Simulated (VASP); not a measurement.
# Bi2Se3 (Paraguanajuatite) (R-3m) in VASP: a series of runs, part 2 of 2

VASP 6.6.1. Earlier steps stand in the parts before.

### 3 Single point, PBE

This run uses another cell than the first one, of 31.73 Å³/atom, 0.997 times its volume.

INCAR reads:

```
SYSTEM = Bi2Se3
  PREC = Accurate
  ENCUT = 520
  EDIFF = 1E-6
  ISMEAR = 0
  SIGMA = 0.01
  LREAL = .False.
  LASPH = .True.
  NELM = 100
  ALGO = Normal
  ISIF = 2
  LWAVE = .False.
  LCHARG = .False.
  GGA = PE
  NBANDS = 32
```

KPOINTS reads:

```
regular mesh
0
Gamma
  12 12 12
  0 0 0
```

POSCAR reads:

```
Bi2Se3
1.0
    2.0952101533      1.2096701460     10.4336286719
   -2.0952101533      1.2096701460     10.4336286719
    0.0000000000     -2.4193402920     10.4336286719
Bi Se
2 3
Direct
    0.3956391906      0.3956391906      0.3956391906
    0.6043608094      0.6043608094      0.6043608094
    0.0000000000      0.0000000000      0.0000000000
    0.2211432076      0.2211432076      0.2211432076
    0.7788567924      0.7788567924      0.7788567924
```

Potentials or basis: VASP PAW PBE potentials, release 64 (Bi_d, Se).

The run is started by

```console
$ cat potpaw_PBE.64/Bi_d/POTCAR potpaw_PBE.64/Se/POTCAR > POTCAR
$ mpirun -np 1 vasp_std > vasp.out
```

OUTCAR:

```text
SYSTEM = Bi2Se3
   PREC = Accurate
   ENCUT = 520
   EDIFF = 1E-6
   ISMEAR = 0
   LREAL = .False.
   LASPH = .True.
   NELM = 100
   ISIF = 2
   GGA = PE

 ion  position               nearest neighbor table
   1  0.396  0.396  0.396-   5 2.88   5 2.88   5 2.88   3 3.11   3 3.11   3 3.11
   2  0.604  0.604  0.604-   4 2.88   4 2.88   4 2.88   3 3.11   3 3.11   3 3.11
   3  0.000  0.000  0.000-   2 3.11   1 3.11   2 3.11   2 3.11   1 3.11   1 3.11
   4  0.221  0.221  0.221-   2 2.88   2 2.88   2 2.88
   5  0.779  0.779  0.779-   1 2.88   1 2.88   1 2.88

  LATTYP: Found a trigonal (rhomboedric) cell.
 ALAT       =    10.7104535250
 COS(alpha) =     0.9234633492

  Lattice vectors:

 A1 = (   2.0952101533,   1.2096701460,  10.4336286719)
 A2 = (  -2.0952101533,   1.2096701460,  10.4336286719)
 A3 = (   0.0000000000,  -2.4193402920,  10.4336286719)

Analysis of symmetry for initial positions (statically):
=====================================================================
 Subroutine PRICEL returns:
 Original cell was already a primitive cell.

 Routine SETGRP: Setting up the symmetry group for a
 trigonal (rhombohedral) supercell.

 Subroutine GETGRP returns: Found 12 space group operations
 (whereof 12 operations were pure point group operations)
 out of a pool of 12 trial point group operations.

The static configuration has the point symmetry D_3d.

Analysis of symmetry for dynamics (positions and initial velocities):
=====================================================================
 Subroutine PRICEL returns:
 Original cell was already a primitive cell.

 Routine SETGRP: Setting up the symmetry group for a
 trigonal (rhombohedral) supercell.

 Subroutine GETGRP returns: Found 12 space group operations
 (whereof 12 operations were pure point group operations)
 out of a pool of 12 trial point group operations.

The dynamic configuration has the point symmetry D_3d.

[... 118 lines left out ...]
   EFERMI =   0.00;   METHOD = LEGACY
   ISMEAR =     0;   SIGMA  =   0.01  broadening in eV -4-tet -1-fermi 0-gaus
   EFERMI_NEDOS =   21; number of points for ismear=-14 and -15
   IALGO  =     38    algorithm
   IMIX   =      4    mixing-type and parameters
     AMIX     =   0.40;   BMIX     =  1.00
     AMIX_MAG =   1.60;   BMIX_MAG =  1.00
  volume/ion in A,a.u.               =      31.73       214.14
  Fermi-wavevector in a.u.,A,eV,Ry     =   1.098993  2.076795 16.432915  1.207785
  Thomas-Fermi vector in A             =   2.235380
   LORBIT       =      0    0 simple, 1 ext, 2 COOP (PROOUT), +10 PAW based schemes
   GGA     = PE    functional components
   LHFCALC =     F    Hartree Fock is set to
   AEXX    =    0.0000 exact exchange contribution
   IVDW    =     0    specifies the selected vdW correction
   LEPSILON=     F    determine dielectric tensor
   LRPA    =     F    only Hartree local field effects (RPA)
 non-spin polarized calculation
 Gauss-broadening in eV      SIGMA  =   0.01
  energy-cutoff  :      520.00
  volume of cell :      158.67
 maximum number of plane-waves:      4296
   NGX = 39   NGY = 39   NGZ = 39

 number of electron      47.9999996 magnetization

 Free energy of the ion-electron system (eV)
  ---------------------------------------------------
  ext. energy  EPLUGINS =         0.00000000
  ---------------------------------------------------
  free energy    TOTEN  =       -20.24007303 eV

  energy without entropy =      -20.24007303  energy(sigma->0) =      -20.24007303

 E-fermi :   3.4926     XC(G=0):  -8.8746

 val. band max:        3.3702811213   @ k =   0.5000   0.5000   0.3333
 cond. band min:       4.0553902467   @ k =   0.0000   0.0000   0.0000
 fundamental gap:      0.6851091255
 Fermi energy:         3.4925546639

 k-point     1 :       0.0000    0.0000    0.0000
  band No.  band energies     occupation
      1     -19.2990      2.00000
      2     -19.2990      2.00000
      3     -19.2977      2.00000
      4     -19.2977      2.00000
      5     -19.2943      2.00000
      6     -19.2922      2.00000
[... 829 lines left out ...]
     31       8.7333      0.00000
     32      10.0634      0.00000

 [... further k-points ...]
[... 5 lines left out ...]
  --------------------------------------------------------------------------------------
  -------------------------------------------------------------------------------------
  Total        0.0086689      0.0086689      0.0407803      0.0000000     -0.0000000      0.0000000
  in kB        0.0875369      0.0875369      0.4117940      0.0000000     -0.0000000      0.0000000
  external PRESSURE =       0.1956226 kB  Pullay stress =       0.0000000 kB

 VOLUME and BASIS-vectors are now :
 -----------------------------------------------------------------------------
  energy-cutoff  :      520.00
  volume of cell :      158.67
      direct lattice vectors                 reciprocal lattice vectors
     2.095210153  1.209670146 10.433628672     0.238639546  0.137778606  0.031947977
    -2.095210153  1.209670146 10.433628672    -0.238639546  0.137778606  0.031947977
     0.000000000 -2.419340292 10.433628672     0.000000000 -0.275557212  0.031947977

 POSITION                                       TOTAL-FORCE (eV/Angst)
 -----------------------------------------------------------------------------------
      0.00000      0.00000     12.38386         0.000000     -0.000000     -0.008343
      0.00000      0.00000     18.91703         0.000000      0.000000      0.008343
      0.00000      0.00000      0.00000         0.000000      0.000000      0.000000
      0.00000      0.00000      6.92198         0.000000     -0.000000     -0.009761
      0.00000      0.00000     24.37891         0.000000      0.000000      0.009761
 -----------------------------------------------------------------------------------
    total drift:                               -0.000000     -0.000000      0.000000

  FREE ENERGIE OF THE ION-ELECTRON SYSTEM (eV)
  ---------------------------------------------------
  free  energy   TOTEN  =       -20.2400730299 eV

  energy  without entropy=      -20.2400730299  energy(sigma->0) =      -20.24007303
```

OSZICAR:

```text
N       E                     dE             d eps       ncg     rms          rms(c)
DAV:   1     0.460321377368E+03    0.46032E+03   -0.22642E+04 12104   0.151E+03
DAV:   2     0.329558550297E+02   -0.42737E+03   -0.40934E+03 12568   0.395E+02
DAV:   3    -0.188996446826E+02   -0.51855E+02   -0.49469E+02 15928   0.147E+02
DAV:   4    -0.210456282497E+02   -0.21460E+01   -0.21364E+01 13400   0.318E+01
DAV:   5    -0.211219920709E+02   -0.76364E-01   -0.76352E-01 17496   0.616E+00    0.501E+00
DAV:   6    -0.202207084674E+02    0.90128E+00   -0.12248E+00 16808   0.763E+00    0.300E+00
DAV:   7    -0.202317183538E+02   -0.11010E-01   -0.38425E-01 13552   0.254E+00    0.162E+00
DAV:   8    -0.202387324848E+02   -0.70141E-02   -0.42102E-02 14504   0.115E+00    0.532E-01
DAV:   9    -0.202397671853E+02   -0.10347E-02   -0.20158E-03 16568   0.425E-01    0.138E-01
DAV:  10    -0.202399780250E+02   -0.21084E-03   -0.10940E-03 14064   0.165E-01    0.578E-02
DAV:  11    -0.202400345051E+02   -0.56480E-04   -0.12135E-04 13832   0.707E-02    0.340E-02
DAV:  12    -0.202400719964E+02   -0.37491E-04   -0.60849E-05 13032   0.371E-02    0.751E-03
DAV:  13    -0.202400731224E+02   -0.11259E-05   -0.29864E-06 13272   0.146E-02    0.439E-03
DAV:  14    -0.202400730299E+02    0.92493E-07   -0.87525E-07  8968   0.592E-03
   1 F= -.20240073E+02 E0= -.20240073E+02  d E =-.229853E-69
```

It took 43 min on 1 thread of AMD EPYC 9R45 (Zen 5), shared host; peak memory 1.4 GiB.

What came out:

- Free energy: -20.2401 eV
- Pressure: 0.0 GPa
- Largest force: 0.010 eV/Å
- Band gap on the k mesh: 0.69 eV, indirect (least direct gap 0.71 eV)

Forces in eV/Å, atoms in the order of the input:
```
Bi   0.000  0.000 -0.008
Bi   0.000  0.000  0.008
Se   0.000  0.000  0.000
Se   0.000  0.000 -0.010
Se   0.000  0.000  0.010
```

Caveat: spin-orbit coupling is left out, which moves the levels of the heavy elements.

### 4 Single point, PBE

This run uses another cell than the first one, of 31.73 Å³/atom, 0.997 times its volume.

INCAR reads:

```
PREC = Accurate ; ENCUT = 520
EDIFF = 1E-7 ; ISMEAR = 0
SIGMA = 0.02 ; LREAL = F
LASPH = T ; NELM = 100
ALGO = Normal ; ISIF = 2
LWAVE = F ; LCHARG = F
GGA = PE ; NBANDS = 32
```

KPOINTS reads:

```
Automatic mesh
0
Gamma
  9 9 9
```

POSCAR is that of step 3.

The run is started by

```console
$ cat potpaw_PBE.64/Bi_d/POTCAR potpaw_PBE.64/Se/POTCAR > POTCAR
$ mpirun -np 1 vasp_std > vasp.out
```

It took 22 min on 1 thread of AMD EPYC 9R45 (Zen 5), shared host; peak memory 1.1 GiB.

The run converged. Its results:

```yaml
Free_energy: -20.2386 eV
Pressure: 0.0 GPa
Largest_force: 0.013 eV/Å
Band_gap_on_the_k_mesh: 0.70 eV, indirect (least direct gap 0.71 eV)
```

Forces in eV/Å, atoms in the order of the input:
```
Bi   0.000  0.000 -0.010
Bi   0.000  0.000  0.010
Se   0.000  0.000  0.000
Se   0.000  0.000 -0.013
Se   0.000  0.000  0.013
```

Levels at points of the mesh, in eV from the valence-band top:
```tsv
k point	band 21	band 22	band 23	band 24	band 25	band 26	band 27	band 28
(0.00, 0.00, 0.00)	-1.17	-0.71	-0.71	-0.01	0.70	1.99	1.99	2.51
```

Caveat: spin-orbit coupling is left out, which moves the levels of the heavy elements. As with any semilocal functional, this PBE gap is likely too small.

### 5 Single point, PBE

This run uses another cell than the first one, of 31.73 Å³/atom, 0.997 times its volume.

INCAR reads:

```
ALGO     = Normal         # electronic algorithm
EDIFF    = 1E-6           # SCF threshold, eV
ENCUT    = 520            # plane-wave cutoff, eV
GGA      = PE             # functional
ISIF     = 2              # what is computed and relaxed
ISMEAR   = 0              # smearing method
LASPH    = True           # aspherical terms in the spheres
LCHARG   = False          # write CHGCAR
LREAL    = False          # projectors in reciprocal space
LWAVE    = False          # write WAVECAR
NBANDS   = 32             # bands
NELM     = 100            # most SCF steps
PREC     = Accurate       # precision mode
SIGMA    = 0.02           # smearing width, eV
```

KPOINTS reads:

```
k-points
0
Gamma
  9 9 9
```

POSCAR is that of step 4.

The run is started by

```console
$ cat potpaw_PBE.64/Bi_d/POTCAR potpaw_PBE.64/Se/POTCAR > POTCAR
$ mpirun -np 1 vasp_std > vasp.out
```

Wall time 20 min (1 thread of AMD EPYC 9R45 (Zen 5), shared host); peak memory 1.1 GiB.

It converged, with:

```
Free energy            : -20.2386 eV
Pressure               : 0.0 GPa
Largest force          : 0.013 eV/Å
Band gap on the k mesh : 0.70 eV, indirect (least direct gap 0.71 eV)
```

Forces in eV/Å, atoms in the order of the input:
```
Bi   0.000  0.000 -0.010
Bi   0.000  0.000  0.010
Se   0.000  0.000  0.000
Se   0.000  0.000 -0.013
Se   0.000  0.000  0.013
```

Levels at points of the mesh, in eV from the valence-band top:
| k point | band 22 | band 23 | band 24 | band 25 | band 26 | band 27 |
| --- | --- | --- | --- | --- | --- | --- |
| (0.00, 0.00, 0.00) | -0.71 | -0.71 | -0.01 | 0.70 | 1.99 | 1.99 |

Caveat: spin-orbit coupling is left out, which moves the levels of the heavy elements. A k mesh can miss the band edges.

### 6 The runs side by side

```csv
cell,k mesh,smearing,gap on the mesh (eV),pressure (GPa),largest force (eV/Å)
"a = 10.748 Å, angles 22.5°, 5 atoms",9 × 9 × 9,gaussian 0.01 eV,0.71,0.0,0.01
"a = 10.710 Å, angles 22.6°, 5 atoms",12 × 12 × 12,gaussian 0.01 eV,0.69,0.0,0.01
"a = 10.710 Å, angles 22.6°, 5 atoms",9 × 9 × 9,gaussian 0.02 eV,0.70,0.0,0.01
```

Alike in all rows: task single point; level PBE; potentials or basis VASP PAW PBE potentials, release 64 (Bi_d, Se); no spin polarisation; cutoff (eV) 520.

Caveats: spin-orbit coupling is left out, which moves the levels of the heavy elements.

Total energies depend on the potentials used, so only differences within one code and one set of settings carry meaning.
